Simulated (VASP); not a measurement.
# ScAl3 (Pm-3m) in VASP: further runs

ScAl3 is run at these levels: PBE; tasks: single point, relaxation of cell and atoms.

All numbers are computed with VASP 6.6.1; they aren't measurements. Logs are shortened: lines on timing, memory, paths and dates and some standing lists are left out, and cuts for length are marked.

### Step 1. The cell of the first run

The structure is cubic, space group Pm-3m (No. 221). The conventional cell has a = 4.105 Å, b = 4.105 Å, c = 4.105 Å, α = 90.00°, β = 90.00°, γ = 90.00°. Within 3.8 Å of Al (site symmetry 4/mmm) lie 8 Al at 2.90 Å and 4 Sc at 2.90 Å. Within 3.8 Å of Sc (site symmetry m-3m) lie 12 Al at 2.90 Å.

### Step 2. Single point, PBE

Input file INCAR:

```
SYSTEM = ScAl3
  PREC = Accurate
  ENCUT = 520
  EDIFF = 1E-6
  ISMEAR = 0
  SIGMA = 0.1
  LREAL = .FALSE.
  LASPH = .TRUE.
  NELM = 60
  ALGO = Fast
  ISIF = 2
  LWAVE = .FALSE.
  LCHARG = .FALSE.
  GGA = PE
  NBANDS = 18
```

Input file KPOINTS:

```
regular mesh
0
G
  16 16 16
  0 0 0
```

Input file POSCAR:

```
ScAl3
1.0
    4.1054658854      0.0000000000      0.0000000000
    0.0000000000      4.1054658854      0.0000000000
    0.0000000000      0.0000000000      4.1054658854
Al Sc
3 1
Direct
    0.0000000000      0.5000000000      0.5000000000
    0.5000000000      0.0000000000      0.5000000000
    0.5000000000      0.5000000000      0.0000000000
    0.0000000000      0.0000000000      0.0000000000
```

Potentials or basis: VASP PAW PBE potentials, release 64 (Al, Sc_sv).

Run with:

```bash
$ cat potpaw_PBE.64/Al/POTCAR potpaw_PBE.64/Sc_sv/POTCAR > POTCAR
$ mpirun -np 1 vasp_std > vasp.out
```

OUTCAR:

```text
SYSTEM = ScAl3
   PREC = Accurate
   ENCUT = 520
   EDIFF = 1E-6
   ISMEAR = 0
   LREAL = .FALSE.
   LASPH = .TRUE.
   NELM = 60
   ISIF = 2
   GGA = PE

 ion  position               nearest neighbor table
   1  0.000  0.500  0.500-   2 2.90   3 2.90   4 2.90   3 2.90   4 2.90   2 2.90   4 2.90   4 2.90
                             2 2.90   3 2.90   3 2.90   2 2.90
   2  0.500  0.000  0.500-   1 2.90   3 2.90   4 2.90   3 2.90   4 2.90   1 2.90   3 2.90   3 2.90
                             1 2.90   4 2.90   4 2.90   1 2.90
   3  0.500  0.500  0.000-   1 2.90   2 2.90   4 2.90   1 2.90   2 2.90   2 2.90   4 2.90   2 2.90
                             1 2.90   4 2.90   1 2.90   4 2.90
   4  0.000  0.000  0.000-   1 2.90   2 2.90   3 2.90   1 2.90   2 2.90   1 2.90   3 2.90   1 2.90
                             2 2.90   3 2.90   2 2.90   3 2.90

  LATTYP: Found a simple cubic cell.
 ALAT       =     4.1054658854

  Lattice vectors:

 A1 = (   4.1054658854,   0.0000000000,   0.0000000000)
 A2 = (   0.0000000000,   4.1054658854,   0.0000000000)
 A3 = (   0.0000000000,   0.0000000000,   4.1054658854)

Analysis of symmetry for initial positions (statically):
=====================================================================
 Subroutine PRICEL returns:
 Original cell was already a primitive cell.

 Routine SETGRP: Setting up the symmetry group for a
 simple cubic supercell.

 Subroutine GETGRP returns: Found 48 space group operations
 (whereof 48 operations were pure point group operations)
 out of a pool of 48 trial point group operations.

The static configuration has the point symmetry O_h .

Analysis of symmetry for dynamics (positions and initial velocities):
=====================================================================
 Subroutine PRICEL returns:
 Original cell was already a primitive cell.

 Routine SETGRP: Setting up the symmetry group for a
 simple cubic supercell.

 Subroutine GETGRP returns: Found 48 space group operations
 (whereof 48 operations were pure point group operations)
 out of a pool of 48 trial point group operations.

The dynamic configuration has the point symmetry O_h .

 Subroutine INISYM returns: Found 48 space group operations
 (whereof 48 operations are pure point group operations),
 and found     1 'primitive' translations

----------------------------------------------------------------------------------------

                                     Primitive cell

  volume of cell :      69.1970

  direct lattice vectors                    reciprocal lattice vectors
     4.105465885  0.000000000  0.000000000     0.243577715  0.000000000  0.000000000
     0.000000000  4.105465885  0.000000000     0.000000000  0.243577715  0.000000000
     0.000000000  0.000000000  4.105465885     0.000000000  0.000000000  0.243577715

  length of vectors
     4.105465885  4.105465885  4.105465885     0.243577715  0.243577715  0.243577715

  position of ions in fractional coordinates (direct lattice)
     0.000000000  0.500000000  0.500000000
     0.500000000  0.000000000  0.500000000
     0.500000000  0.500000000  0.000000000
     0.000000000  0.000000000  0.000000000

  ion indices of the primitive-cell ions
   primitive index   ion index
                 1           1
                 2           2
                 3           3
                 4           4

----------------------------------------------------------------------------------------

 KPOINTS: regular mesh

Automatic generation of k-mesh.
 Grid dimensions read from file:
 generate k-points for:   16   16   16

 Generating k-lattice:

  Cartesian coordinates                     Fractional coordinates (reciprocal lattice)
     0.015223607  0.000000000  0.000000000     0.062500000  0.000000000  0.000000000
     0.000000000  0.015223607  0.000000000     0.000000000  0.062500000  0.000000000
     0.000000000  0.000000000  0.015223607     0.000000000  0.000000000  0.062500000

  Length of vectors
     0.015223607  0.015223607  0.015223607

  Shift w.r.t. Gamma in fractional coordinates (k-lattice)
     0.000000000  0.000000000  0.000000000

 Subroutine IBZKPT returns following result:
 ===========================================

 Found    165 irreducible k-points:

 Following reciprocal coordinates:
            Coordinates               Weight
  0.000000  0.000000  0.000000      1.000000
  0.062500  0.000000  0.000000      6.000000
  0.125000  0.000000  0.000000      6.000000
  0.187500  0.000000  0.000000      6.000000
  0.250000  0.000000  0.000000      6.000000
  0.312500  0.000000  0.000000      6.000000
[... 16 lines left out ...]
  0.437500  0.125000  0.000000     24.000000
  0.500000  0.125000  0.000000     12.000000
 [... further k-points ...]
   k-points           NKPTS =    165   k-points in BZ     NKDIM =    165   number of bands    NBANDS=     18
   number of dos      NEDOS =    301   number of ions     NIONS =      4
   total plane-waves  NPLWV =  32768
   dimension x,y,z NGX =    32 NGY =   32 NGZ =   32
   dimension x,y,z NGXF=    64 NGYF=   64 NGZF=   64
   ions per type =               3   1
   NGX,Y,Z   is equivalent  to a cutoff of  12.96, 12.96, 12.96 a.u.
   NGXF,Y,Z  is equivalent  to a cutoff of  25.92, 25.92, 25.92 a.u.
 SYSTEM =  ScAl3
   PREC   = accura    normal or accurate (medium, high low for compatibility)
   ISTART =      0    job   : 0-new  1-cont  2-samecut
   ICHARG =      2    charge: 1-file 2-atom 10-const
   ISPIN  =      1    spin polarized calculation?
   LNONCOLLINEAR =      F non collinear calculations
   LSORBIT =      F    spin-orbit coupling
   LASPH  =      T    aspherical Exc in radial PAW
   ENCUT  =  520.0 eV  38.22 Ry    6.18 a.u.   7.63  7.63  7.63*2*pi/ulx,y,z
   NELM   =     60;   NELMIN=  2; NELMDL= -5     # of ELM steps
   EDIFF  = 0.1E-05   stopping-criterion for ELM
   LREAL  =      F    real-space projection
   EDIFFG = 0.1E-04   stopping-criterion for IOM
   NSW    =      0    number of steps for IOM
   IBRION =     -1    ionic relax: 0-MD 1-quasi-New 2-CG
   NFREE  =      0    steps in history (QN), initial steepest desc. (CG)
   ISIF   =      2    stress and relaxation
   ISYM   =      2    0-nonsym 1-usesym 2-fastsym
   POTIM  = 0.5000    time-step for ionic-motion
   TEBEG  =    0.0;   TEEND  =   0.0 temperature during run
   PSTRESS=    0.0 pullay stress
   NELECT =      20.0000    total number of electrons
   NUPDOWN=      -1.0000    fix difference up-down
   EMIN   =  10.00;   EMAX   =-10.00  energy-range for DOS
   EFERMI =   0.00;   METHOD = LEGACY
   ISMEAR =     0;   SIGMA  =   0.10  broadening in eV -4-tet -1-fermi 0-gaus
   EFERMI_NEDOS =   21; number of points for ismear=-14 and -15
   IALGO  =     68    algorithm
   IMIX   =      4    mixing-type and parameters
     AMIX     =   0.40;   BMIX     =  1.00
     AMIX_MAG =   1.60;   BMIX_MAG =  1.00
  volume/ion in A,a.u.               =      17.30       116.74
  Fermi-wavevector in a.u.,A,eV,Ry     =   1.082403  2.045445 15.940539  1.171597
  Thomas-Fermi vector in A             =   2.218444
   LORBIT       =      0    0 simple, 1 ext, 2 COOP (PROOUT), +10 PAW based schemes
   GGA     = PE    functional components
   LHFCALC =     F    Hartree Fock is set to
   AEXX    =    0.0000 exact exchange contribution
   IVDW    =     0    specifies the selected vdW correction
   LEPSILON=     F    determine dielectric tensor
   LRPA    =     F    only Hartree local field effects (RPA)
 non-spin polarized calculation
 RMM-DIIS sequential band-by-band and
 Gauss-broadening in eV      SIGMA  =   0.10
  energy-cutoff  :      520.00
  volume of cell :       69.20
 maximum number of plane-waves:      1888
 NGX is ok and might be reduce to    32
   NGX = 15   NGY = 15   NGZ = 15

 number of electron      19.9999997 magnetization

 Free energy of the ion-electron system (eV)
  ---------------------------------------------------
  ext. energy  EPLUGINS =         0.00000000
  ---------------------------------------------------
  free energy    TOTEN  =       -19.30261991 eV

  energy without entropy =      -19.29640773  energy(sigma->0) =      -19.29951382

 E-fermi :   7.1666     XC(G=0): -10.3667

 val. band max:        7.1655717826   @ k =   0.2500   0.1250   0.1250
 cond. band min:       7.1671335204   @ k =   0.2500   0.0625   0.0625
 fundamental gap:      0.0015617378
 Fermi energy:         7.1665725446

 k-point     1 :       0.0000    0.0000    0.0000
  band No.  band energies     occupation
      1     -41.8624      2.00000
      2     -20.5609      2.00000
      3     -20.5609      2.00000
      4     -20.5609      2.00000
      5      -2.8057      2.00000
      6       4.5509      2.00000
[... 10 lines left out ...]
     17      12.3934      0.00000
     18      12.3934      0.00000

 k-point     2 :       0.0625    0.0000    0.0000
  band No.  band energies     occupation
      1     -41.8624      2.00000
      2     -20.5620      2.00000
      3     -20.5608      2.00000
      4     -20.5608      2.00000
      5      -2.7700      2.00000
      6       4.1665      2.00000
[... 10 lines left out ...]
     17      12.4281      0.00000
     18      12.4304      0.00000

 k-point     3 :       0.1250    0.0000    0.0000
  band No.  band energies     occupation
      1     -41.8623      2.00000
      2     -20.5653      2.00000
      3     -20.5605      2.00000
      4     -20.5605      2.00000
      5      -2.6633      2.00000
      6       3.4946      2.00000
[... 10 lines left out ...]
     17      12.4757      0.00000
     18      12.4811      0.00000

 k-point     4 :       0.1875    0.0000    0.0000
  band No.  band energies     occupation
      1     -41.8621      2.00000
      2     -20.5702      2.00000
      3     -20.5601      2.00000
      4     -20.5601      2.00000
      5      -2.4868      2.00000
      6       2.7713      2.00000
[... 10 lines left out ...]
     17      12.3735      0.00000
     18      12.3762      0.00000

 k-point     5 :       0.2500    0.0000    0.0000
  band No.  band energies     occupation
      1     -41.8618      2.00000
      2     -20.5761      2.00000
      3     -20.5597      2.00000
      4     -20.5597      2.00000
      5      -2.2430      2.00000
      6       2.0514      2.00000
[... 10 lines left out ...]
     17      12.0696      0.00000
     18      12.9227      0.00000

 k-point     6 :       0.3125    0.0000    0.0000
  band No.  band energies     occupation
      1     -41.8616      2.00000
      2     -20.5819      2.00000
      3     -20.5592      2.00000
      4     -20.5592      2.00000
      5      -1.9360      2.00000
      6       1.3612      2.00000
[... 10 lines left out ...]
     17      11.7113      0.00000
     18      12.8225      0.00000

 k-point     7 :       0.3750    0.0000    0.0000
  band No.  band energies     occupation
      1     -41.8614      2.00000
      2     -20.5868      2.00000
      3     -20.5588      2.00000
      4     -20.5588      2.00000
      5      -1.5749      2.00000
      6       0.7208      2.00000
[... 10 lines left out ...]
     17      11.4052      0.00000
     18      12.4648      0.00000

 k-point     8 :       0.4375    0.0000    0.0000
  band No.  band energies     occupation
      1     -41.8613      2.00000
      2     -20.5901      2.00000
      3     -20.5586      2.00000
      4     -20.5586      2.00000
      5      -1.1897      2.00000
      6       0.1661      2.00000
[... 10 lines left out ...]
     17      11.2037      0.00000
     18      12.3023      0.00000
[... 229 lines left out ...]
     17      12.4547      0.00000
     18      12.9391      0.00000

 k-point    20 :       0.2500    0.1250    0.0000
  band No.  band energies     occupation
      1     -41.8617      2.00000
      2     -20.5756      2.00000
      3     -20.5640      2.00000
      4     -20.5593      2.00000
      5      -2.1058      2.00000
      6       2.1640      2.00000
[... 10 lines left out ...]
     17      11.9196      0.00000
     18      12.8099      0.00000

 k-point    21 :       0.3125    0.1250    0.0000
  band No.  band energies     occupation
      1     -41.8614      2.00000
      2     -20.5814      2.00000
      3     -20.5635      2.00000
      4     -20.5589      2.00000
      5      -1.8021      2.00000
      6       1.4814      2.00000
[... 10 lines left out ...]
     17      11.5407      0.00000
     18      13.3618      0.00000

 k-point    22 :       0.3750    0.1250    0.0000
  band No.  band energies     occupation
      1     -41.8612      2.00000
      2     -20.5862      2.00000
      3     -20.5631      2.00000
      4     -20.5585      2.00000
      5      -1.4455      2.00000
      6       0.8475      2.00000
[... 10 lines left out ...]
     17      11.4888      0.00000
     18      12.8870      0.00000

 k-point    23 :       0.4375    0.1250    0.0000
  band No.  band energies     occupation
      1     -41.8611      2.00000
      2     -20.5895      2.00000
      3     -20.5628      2.00000
      4     -20.5582      2.00000
      5      -1.0673      2.00000
      6       0.3007      2.00000
[... 10 lines left out ...]
     17      11.4009      0.00000
     18      12.7628      0.00000

 k-point    24 :       0.5000    0.1250    0.0000
  band No.  band energies     occupation
      1     -41.8611      2.00000
      2     -20.5906      2.00000
      3     -20.5627      2.00000
      4     -20.5581      2.00000
      5      -0.8391      2.00000
      6       0.0160      2.00000
[... 10 lines left out ...]
     17      11.3524      0.00000
     18      12.7285      0.00000

 [... further k-points ...]
[... 5 lines left out ...]
  --------------------------------------------------------------------------------------
  -------------------------------------------------------------------------------------
  Total        0.0116888      0.0116888      0.0116888      0.0000000      0.0000000      0.0000000
  in kB        0.2706415      0.2706415      0.2706415      0.0000000      0.0000000      0.0000000
  external PRESSURE =       0.2706415 kB  Pullay stress =       0.0000000 kB

 VOLUME and BASIS-vectors are now :
 -----------------------------------------------------------------------------
  energy-cutoff  :      520.00
  volume of cell :       69.20
      direct lattice vectors                 reciprocal lattice vectors
     4.105465885  0.000000000  0.000000000     0.243577715  0.000000000  0.000000000
     0.000000000  4.105465885  0.000000000     0.000000000  0.243577715  0.000000000
     0.000000000  0.000000000  4.105465885     0.000000000  0.000000000  0.243577715

 POSITION                                       TOTAL-FORCE (eV/Angst)
 -----------------------------------------------------------------------------------
      0.00000      2.05273      2.05273         0.000000      0.000000      0.000000
      2.05273      0.00000      2.05273         0.000000      0.000000      0.000000
      2.05273      2.05273      0.00000         0.000000      0.000000      0.000000
      0.00000      0.00000      0.00000         0.000000      0.000000      0.000000
 -----------------------------------------------------------------------------------
    total drift:                                0.000000      0.000000      0.000000

  FREE ENERGIE OF THE ION-ELECTRON SYSTEM (eV)
  ---------------------------------------------------
  free  energy   TOTEN  =       -19.3026199114 eV

  energy  without entropy=      -19.2964077349  energy(sigma->0) =      -19.29951382
```

Wall time 1.7 min (1 thread of AMD EPYC 9R45 (Zen 5), shared host); peak memory 0.29 GiB.

Results:

| Item | Value |
| --- | --- |
| Free energy | -19.3026 eV |
| Pressure | 0.0 GPa |
| Band gap on the k mesh | zero (bands 10 and 11 overlap by 3.88 eV) |

(Part 1 of 2 ends here.)
